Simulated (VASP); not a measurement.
# BeS in VASP: further runs

The runs below take BeS through single point, with PBE.

Everything below comes from runs of VASP 6.6.1. Logs are shortened: lines on timing, memory, paths and dates and some standing lists are left out, and cuts for length are marked.

**1. The cell of the first run**

Symmetry: F-43m, No. 216, cubic system. Conventional cell: a = 4.796 Å, b = 4.796 Å, c = 4.796 Å, α = 90.00°, β = 90.00°, γ = 90.00°. Within 2.7 Å of Be (site symmetry -43m) lie 4 S at 2.08 Å. Within 2.7 Å of S (site symmetry -43m) lie 4 Be at 2.08 Å.

**2. Single point, PBE (strain -1.5%)**

INCAR

```
PREC = Accurate ; ENCUT = 520
EDIFF = 1E-7 ; ISMEAR = 0
SIGMA = 0.01 ; LREAL = False
LASPH = True ; NELM = 60
ALGO = Normal ; ISIF = 2
LWAVE = False ; LCHARG = False
GGA = PE ; NBANDS = 11
```

KPOINTS

```
regular mesh
0
Gamma
  6 6 6
```

POSCAR

```
BeS
1.0
    0.0000000000      2.3977916369      2.3977916369
    2.3977916369      0.0000000000      2.3977916369
    2.3977916369      2.3977916369      0.0000000000
Be S
1 1
Direct
    0.0000000000      0.0000000000      0.0000000000
    0.2500000000      0.2500000000      0.2500000000
```

Potentials or basis: VASP PAW PBE potentials, release 64 (Be, S).

The run is started by

```sh
$ cat potpaw_PBE.64/Be/POTCAR potpaw_PBE.64/S/POTCAR > POTCAR
$ mpirun -np 1 vasp_std > vasp.out
```

OUTCAR:

```text
PREC = Accurate
   ENCUT = 520
   EDIFF = 1E-7
   ISMEAR = 0
   LREAL = False
   LASPH = True
   NELM = 60
   ISIF = 2
   GGA = PE

 ion  position               nearest neighbor table
   1  0.000  0.000  0.000-   2 2.08   2 2.08   2 2.08   2 2.08
   2  0.250  0.250  0.250-   1 2.08   1 2.08   1 2.08   1 2.08

  LATTYP: Found a face centered cubic cell.
 ALAT       =     4.7955832738

  Lattice vectors:

 A1 = (   0.0000000000,   2.3977916369,   2.3977916369)
 A2 = (   2.3977916369,   0.0000000000,   2.3977916369)
 A3 = (   2.3977916369,   2.3977916369,   0.0000000000)

Analysis of symmetry for initial positions (statically):
=====================================================================
 Subroutine PRICEL returns:
 Original cell was already a primitive cell.

 Routine SETGRP: Setting up the symmetry group for a
 face centered cubic supercell.

 Subroutine GETGRP returns: Found 24 space group operations
 (whereof 24 operations were pure point group operations)
 out of a pool of 48 trial point group operations.

The static configuration has the point symmetry T_d .

Analysis of symmetry for dynamics (positions and initial velocities):
=====================================================================
 Subroutine PRICEL returns:
 Original cell was already a primitive cell.

 Routine SETGRP: Setting up the symmetry group for a
 face centered cubic supercell.

 Subroutine GETGRP returns: Found 24 space group operations
 (whereof 24 operations were pure point group operations)
 out of a pool of 48 trial point group operations.

The dynamic configuration has the point symmetry T_d .

 Subroutine INISYM returns: Found 24 space group operations
 (whereof 24 operations are pure point group operations),
 and found     1 'primitive' translations

----------------------------------------------------------------------------------------

                                     Primitive cell

  volume of cell :      27.5717

  direct lattice vectors                    reciprocal lattice vectors
     0.000000000  2.397791637  2.397791637    -0.208525208  0.208525208  0.208525208
     2.397791637  0.000000000  2.397791637     0.208525208 -0.208525208  0.208525208
     2.397791637  2.397791637  0.000000000     0.208525208  0.208525208 -0.208525208

  length of vectors
     3.390989453  3.390989453  3.390989453     0.361176255  0.361176255  0.361176255

  position of ions in fractional coordinates (direct lattice)
     0.000000000  0.000000000  0.000000000
     0.250000000  0.250000000  0.250000000

  ion indices of the primitive-cell ions
   primitive index   ion index
                 1           1
                 2           2

----------------------------------------------------------------------------------------

 KPOINTS: regular mesh

Automatic generation of k-mesh.
 Grid dimensions read from file:
 generate k-points for:    6    6    6

 Generating k-lattice:

  Cartesian coordinates                     Fractional coordinates (reciprocal lattice)
    -0.034754201  0.034754201  0.034754201     0.166666667  0.000000000  0.000000000
     0.034754201 -0.034754201  0.034754201     0.000000000  0.166666667  0.000000000
     0.034754201  0.034754201 -0.034754201     0.000000000  0.000000000  0.166666667

  Length of vectors
     0.060196043  0.060196043  0.060196043

  Shift w.r.t. Gamma in fractional coordinates (k-lattice)
     0.000000000  0.000000000  0.000000000

 Subroutine IBZKPT returns following result:
 ===========================================

 Found     16 irreducible k-points:

 Following reciprocal coordinates:
            Coordinates               Weight
  0.000000  0.000000  0.000000      1.000000
  0.166667  0.000000  0.000000      8.000000
  0.333333  0.000000  0.000000      8.000000
  0.500000  0.000000  0.000000      4.000000
  0.166667  0.166667  0.000000      6.000000
  0.333333  0.166667  0.000000     24.000000
[... 8 lines left out ...]
 -0.333333  0.333333  0.166667     24.000000
 -0.333333  0.500000  0.166667     12.000000
   k-points           NKPTS =     16   k-points in BZ     NKDIM =     16   number of bands    NBANDS=     11
   number of dos      NEDOS =    301   number of ions     NIONS =      2
   total plane-waves  NPLWV =  21952
   dimension x,y,z NGX =    28 NGY =   28 NGZ =   28
   dimension x,y,z NGXF=    56 NGYF=   56 NGZF=   56
   ions per type =               1   1
   NGX,Y,Z   is equivalent  to a cutoff of  13.73, 13.73, 13.73 a.u.
   NGXF,Y,Z  is equivalent  to a cutoff of  27.45, 27.45, 27.45 a.u.
 SYSTEM =  unknown system
   PREC   = accura    normal or accurate (medium, high low for compatibility)
   ISTART =      0    job   : 0-new  1-cont  2-samecut
   ICHARG =      2    charge: 1-file 2-atom 10-const
   ISPIN  =      1    spin polarized calculation?
   LNONCOLLINEAR =      F non collinear calculations
   LSORBIT =      F    spin-orbit coupling
   LASPH  =      T    aspherical Exc in radial PAW
   ENCUT  =  520.0 eV  38.22 Ry    6.18 a.u.   6.30  6.30  6.30*2*pi/ulx,y,z
   NELM   =     60;   NELMIN=  2; NELMDL= -5     # of ELM steps
   EDIFF  = 0.1E-06   stopping-criterion for ELM
   LREAL  =      F    real-space projection
   EDIFFG = 0.1E-05   stopping-criterion for IOM
   NSW    =      0    number of steps for IOM
   IBRION =     -1    ionic relax: 0-MD 1-quasi-New 2-CG
   NFREE  =      0    steps in history (QN), initial steepest desc. (CG)
   ISIF   =      2    stress and relaxation
   ISYM   =      2    0-nonsym 1-usesym 2-fastsym
   POTIM  = 0.5000    time-step for ionic-motion
   TEBEG  =    0.0;   TEEND  =   0.0 temperature during run
   PSTRESS=    0.0 pullay stress
   NELECT =       8.0000    total number of electrons
   NUPDOWN=      -1.0000    fix difference up-down
   EMIN   =  10.00;   EMAX   =-10.00  energy-range for DOS
   EFERMI =   0.00;   METHOD = LEGACY
   ISMEAR =     0;   SIGMA  =   0.01  broadening in eV -4-tet -1-fermi 0-gaus
   EFERMI_NEDOS =   21; number of points for ismear=-14 and -15
   IALGO  =     38    algorithm
   IMIX   =      4    mixing-type and parameters
     AMIX     =   0.40;   BMIX     =  1.00
     AMIX_MAG =   1.60;   BMIX_MAG =  1.00
  volume/ion in A,a.u.               =      13.79        93.03
  Fermi-wavevector in a.u.,A,eV,Ry     =   1.083802  2.048089 15.981775  1.174627
  Thomas-Fermi vector in A             =   2.219877
   LORBIT       =      0    0 simple, 1 ext, 2 COOP (PROOUT), +10 PAW based schemes
   GGA     = PE    functional components
   LHFCALC =     F    Hartree Fock is set to
   AEXX    =    0.0000 exact exchange contribution
   IVDW    =     0    specifies the selected vdW correction
   LEPSILON=     F    determine dielectric tensor
   LRPA    =     F    only Hartree local field effects (RPA)
 non-spin polarized calculation
 Gauss-broadening in eV      SIGMA  =   0.01
  energy-cutoff  :      520.00
  volume of cell :       27.57
 maximum number of plane-waves:       754
 NGX is ok and might be reduce to    28
   NGX = 13   NGY = 13   NGZ = 13

 number of electron       8.0000001 magnetization

 Free energy of the ion-electron system (eV)
  ---------------------------------------------------
  ext. energy  EPLUGINS =         0.00000000
  ---------------------------------------------------
  free energy    TOTEN  =        -9.98834544 eV

  energy without entropy =       -9.98834544  energy(sigma->0) =       -9.98834544

 E-fermi :   4.6376     XC(G=0):  -9.8707

 val. band max:        4.5337093351   @ k =   0.0000   0.0000   0.0000
 cond. band min:       7.5646543566   @ k =   0.5000   0.5000   0.0000
 fundamental gap:      3.0309450214
 Fermi energy:         4.6375881417

 k-point     1 :       0.0000    0.0000    0.0000
  band No.  band energies     occupation
      1      -9.3920      2.00000
      2       4.5337      2.00000
      3       4.5337      2.00000
      4       4.5337      2.00000
      5      10.1854      0.00000
      6      10.1854      0.00000
      7      10.1854      0.00000
      8      10.7104      0.00000
      9      17.4120      0.00000
     10      17.4120      0.00000
     11      19.6684      0.00000

 k-point     2 :       0.1667    0.0000    0.0000
  band No.  band energies     occupation
      1      -9.0667      2.00000
      2       2.5798      2.00000
      3       4.1896      2.00000
      4       4.1896      2.00000
      5      10.2076      0.00000
      6      10.7751      0.00000
      7      10.7751      0.00000
      8      12.6573      0.00000
      9      16.4700      0.00000
     10      16.4700      0.00000
     11      19.2619      0.00000

 k-point     3 :       0.3333    0.0000    0.0000
  band No.  band energies     occupation
      1      -8.2486      2.00000
      2      -0.1913      2.00000
      3       3.6640      2.00000
      4       3.6640      2.00000
      5      10.1651      0.00000
      6      11.1982      0.00000
      7      11.1982      0.00000
      8      15.1647      0.00000
      9      17.2506      0.00000
     10      17.2506      0.00000
     11      19.0246      0.00000

 k-point     4 :       0.5000    0.0000    0.0000
  band No.  band energies     occupation
      1      -7.6860      2.00000
      2      -1.4774      2.00000
      3       3.4516      2.00000
      4       3.4516      2.00000
      5      10.1347      0.00000
      6      11.0844      0.00000
      7      11.0844      0.00000
      8      15.8993      0.00000
      9      19.6303      0.00000
     10      19.6303      0.00000
     11      20.0374      0.00000
[... 127 lines left out ...]
 k-point    14 :       0.5000    0.3333    0.1667
  band No.  band energies     occupation
      1      -7.6410      2.00000
      2      -0.0028      2.00000
      3       1.4122      2.00000
      4       2.5297      2.00000
      5      10.3119      0.00000
      6      11.5533      0.00000
      7      12.5051      0.00000
      8      15.0000      0.00000
      9      17.3742      0.00000
     10      19.3875      0.00000
     11      21.5232      0.00000

 k-point    15 :      -0.3333    0.3333    0.1667
  band No.  band energies     occupation
      1      -7.2287      2.00000
      2      -0.5206      2.00000
      3       0.9547      2.00000
      4       2.0294      2.00000
      5      10.7120      0.00000
      6      11.6364      0.00000
      7      14.1838      0.00000
      8      14.9207      0.00000
      9      15.9409      0.00000
     10      20.2753      0.00000
     11      21.2022      0.00000

 k-point    16 :      -0.3333    0.5000    0.1667
  band No.  band energies     occupation
      1      -7.0637      2.00000
      2      -0.2281      2.00000
      3       0.9667      2.00000
      4       1.1855      2.00000
      5       9.6771      0.00000
      6      11.2178      0.00000
      7      14.7348      0.00000
      8      15.1962      0.00000
      9      19.1886      0.00000
     10      19.3875      0.00000
     11      21.8112      0.00000

------------------------ aborting loop because EDIFF is reached ----------------------------------------

  FORCE on cell =-STRESS in cart. coord.  units (eV):
  Direction    XX          YY          ZZ          XY          YZ          ZX
  --------------------------------------------------------------------------------------
  -------------------------------------------------------------------------------------
  Total        0.8866998      0.8866998      0.8866998     -0.0000000      0.0000000      0.0000000
  in kB       51.5255759     51.5255759     51.5255759     -0.0000000      0.0000000      0.0000000
  external PRESSURE =      51.5255759 kB  Pullay stress =       0.0000000 kB

 VOLUME and BASIS-vectors are now :
 -----------------------------------------------------------------------------
  energy-cutoff  :      520.00
  volume of cell :       27.57
      direct lattice vectors                 reciprocal lattice vectors
     0.000000000  2.397791637  2.397791637    -0.208525208  0.208525208  0.208525208
     2.397791637  0.000000000  2.397791637     0.208525208 -0.208525208  0.208525208
     2.397791637  2.397791637  0.000000000     0.208525208  0.208525208 -0.208525208

 POSITION                                       TOTAL-FORCE (eV/Angst)
 -----------------------------------------------------------------------------------
      0.00000      0.00000      0.00000        -0.000000     -0.000000     -0.000000
      1.19890      1.19890      1.19890         0.000000      0.000000      0.000000
 -----------------------------------------------------------------------------------
    total drift:                                0.000000      0.000000      0.000000

  FREE ENERGIE OF THE ION-ELECTRON SYSTEM (eV)
  ---------------------------------------------------
  free  energy   TOTEN  =        -9.9883454388 eV

  energy  without entropy=       -9.9883454388  energy(sigma->0) =       -9.98834544
```

Wall time 4.2 s (1 thread of Intel Xeon 6975P-C (Granite Rapids), shared host); peak memory 0.14 GiB.

What came out:

```yaml
Free_energy: -9.9883 eV
Pressure: 5.2 GPa
Band_gap_on_the_k_mesh: 3.03 eV, indirect (least direct gap 5.65 eV)
```

Caveat: the cell differs from its parent crystal (strain -1.5%).

**3. Single point, PBE**

This run uses another cell than the first one, of 14.43 Å³/atom, 1.046 times its volume.

INCAR

```
SYSTEM = BeS
  ALGO = Normal
  EDIFF = 1E-6
  ENCUT = 520
  GGA = PE
  ISIF = 2
  ISMEAR = 0
  LASPH = .TRUE.
  LCHARG = .TRUE.
  LELF = .TRUE.
  LREAL = .FALSE.
  LVHAR = .TRUE.
  LWAVE = .FALSE.
  NBANDS = 11
  NELM = 80
  PREC = Accurate
  SIGMA = 0.01
```

KPOINTS

```
k-points
0
G
  6 6 6
  0 0 0
```

POSCAR

```
BeS
1.0
    0.0000000000      2.4343062304      2.4343062304
    2.4343062304      0.0000000000      2.4343062304
    2.4343062304      2.4343062304      0.0000000000
Be S
1 1
Direct
    0.0000000000      0.0000000000      0.0000000000
    0.2500000000      0.2500000000      0.2500000000
```

Potentials or basis: VASP PAW PBE potentials, release 64 (Be, S).

The run is started by

```sh
$ cat potpaw_PBE.64/Be/POTCAR potpaw_PBE.64/S/POTCAR > POTCAR
$ mpirun -np 1 vasp_std > vasp.out
```

Wall time 4.3 s (1 thread of Intel Xeon 6975P-C (Granite Rapids), shared host); peak memory 0.14 GiB.

Results (log left out):

```
Free energy            : -10.0105 eV
Pressure               : 0.5 GPa
Band gap on the k mesh : 3.14 eV, indirect (least direct gap 5.67 eV)
```

Levels at points of the mesh, in eV from the valence-band top:
```tsv
k point	band 1	band 2	band 3	band 4	band 5	band 6	band 7	band 8	band 9
(0.00, 0.00, 0.00)	-13.62	0.00	0.00	0.00	5.67	5.67	5.67	5.79	12.79
(0.50, 0.00, 0.00)	-12.04	-5.71	-1.02	-1.02	5.44	6.56	6.56	11.15	14.89
(0.50, 0.50, 0.00)	-11.50	-4.96	-2.60	-2.60	3.14	4.93	12.69	12.69	15.41
```

A k mesh can miss the band edges. Expect the measured gap to be larger: semilocal functionals such as PBE lack the derivative discontinuity.

**4. Single point, PBE (strain +1.5%)**

INCAR

```
SYSTEM = BeS
  ALGO = Normal
  EDIFF = 1E-6
  ENCUT = 520
  GGA = PE
  ISIF = 2
  ISMEAR = 0
  LASPH = .True.
  LCHARG = .False.
  LREAL = .False.
  LWAVE = .False.
  NBANDS = 11
  NELM = 60
  PREC = Accurate
  SIGMA = 0.01
```

KPOINTS

```
k-points
0
Gamma
  6 6 6
  0 0 0
```

POSCAR

```
BeS
1.0
    0.0000000000      2.4708208238      2.4708208238
    2.4708208238      0.0000000000      2.4708208238
    2.4708208238      2.4708208238      0.0000000000
Be S
1 1
Direct
    0.0000000000      0.0000000000      0.0000000000
    0.2500000000      0.2500000000      0.2500000000
```

The run is started by

```sh
$ cat potpaw_PBE.64/Be/POTCAR potpaw_PBE.64/S/POTCAR > POTCAR
$ mpirun -np 1 vasp_std > vasp.out
```

Run time: 4.6 s. Hardware: 1 thread of Intel Xeon 6975P-C (Granite Rapids), shared host; peak memory 0.14 GiB.

Results (log left out):

```yaml
Free_energy: -9.9982 eV
Pressure: -3.4 GPa
Band_gap_on_the_k_mesh: 3.23 eV, indirect (least direct gap 5.42 eV)
```

Levels at points of the mesh, in eV from the valence-band top:
```
           k point  band 1  band 2  band 3  band 4  band 5  band 6  band 7  band 8  band 9
(0.00, 0.00, 0.00)  -13.33    0.00    0.00    0.00    5.42    5.68    5.68    5.68   12.70
(0.50, 0.00, 0.00)  -11.87   -5.44   -0.96   -0.96    5.27    6.57    6.57   10.93   14.68
(0.50, 0.50, 0.00)  -11.38   -4.74   -2.45   -2.45    3.23    4.96   12.33   12.33   14.83
```

Caveat: the cell differs from its parent crystal (strain +1.5%). A k mesh can miss the band edges.

**5. Single point, PBE (epitaxial xy strain -3.0%)**

INCAR

```
SYSTEM = BeS
  PREC = Accurate
  ENCUT = 520
  EDIFF = 1E-6
  ISMEAR = 0
  SIGMA = 0.01
  LREAL = .FALSE.
  LASPH = .TRUE.
  NELM = 100
  ALGO = Normal
  ISIF = 2
  LWAVE = .FALSE.
  LCHARG = .FALSE.
  GGA = PE
  NBANDS = 11
```

KPOINTS

```
Automatic mesh
0
G
  6 6 6
  0 0 0
```

POSCAR

```
BeS
1.0
    0.0000000000      2.3612770434      2.4893639833
    2.3612770434      0.0000000000      2.4893639833
    2.3612770434      2.3612770434      0.0000000000
Be S
1 1
Direct
    0.0000000000      0.0000000000      0.0000000000
    0.2500000000      0.2500000000      0.2500000000
```

The run is started by

```sh
$ cat potpaw_PBE.64/Be/POTCAR potpaw_PBE.64/S/POTCAR > POTCAR
$ mpirun -np 1 vasp_std > vasp.out
```

Wall time 5.7 s (1 thread of Intel Xeon 6975P-C (Granite Rapids), shared host); peak memory 0.14 GiB.

Results (log left out):

```yaml
Free_energy: -9.9770 eV
Pressure: 4.4 GPa
Band_gap_on_the_k_mesh: 2.81 eV, indirect (least direct gap 5.55 eV)
```

Stress tensor (GPa, compression positive):
```
6.29 0.00 0.00
0.00 6.29 0.00
0.00 0.00 0.55
```

Levels at points of the mesh, in eV from the valence-band top:
```tsv
k point	band 2	band 3	band 4	band 5	band 6	band 7
(0.00, 0.00, 0.00)	-0.32	0.00	0.00	5.55	5.55	5.62
(0.50, 0.00, 0.00)	-6.07	-1.43	-0.92	5.24	6.45	6.70
(0.50, 0.50, 0.00)	-5.50	-2.54	-2.54	3.24	5.11	12.88
(0.50, 0.00, 0.50)	-5.14	-3.02	-2.93	2.81	4.63	12.60
```

Caveat: the cell differs from its parent crystal (epitaxial xy strain -3.0%). A k mesh can miss the band edges.

**6. Overview**

| cell | gap on the mesh (eV) | pressure (GPa) |
| --- | --- | --- |
| a = 3.391 Å, angles 60.0°, 2 atoms | 3.03 | 5.2 |
| a = 3.443 Å, angles 60.0°, 2 atoms | 3.14 | 0.5 |
| a = 3.494 Å, angles 60.0°, 2 atoms | 3.23 | -3.4 |
| a = 3.431, b = 3.431, c = 3.339 Å, angles 60.9, 60.9, 58.2°, 2 atoms | 2.81 | 4.4 |

Alike in all rows: task single point; level PBE; potentials or basis VASP PAW PBE potentials, release 64 (Be, S); no spin polarisation; k mesh 6 × 6 × 6; cutoff (eV) 520; smearing gaussian 0.01 eV.

Total energies depend on the potentials used, so only differences within one code and one set of settings carry meaning.
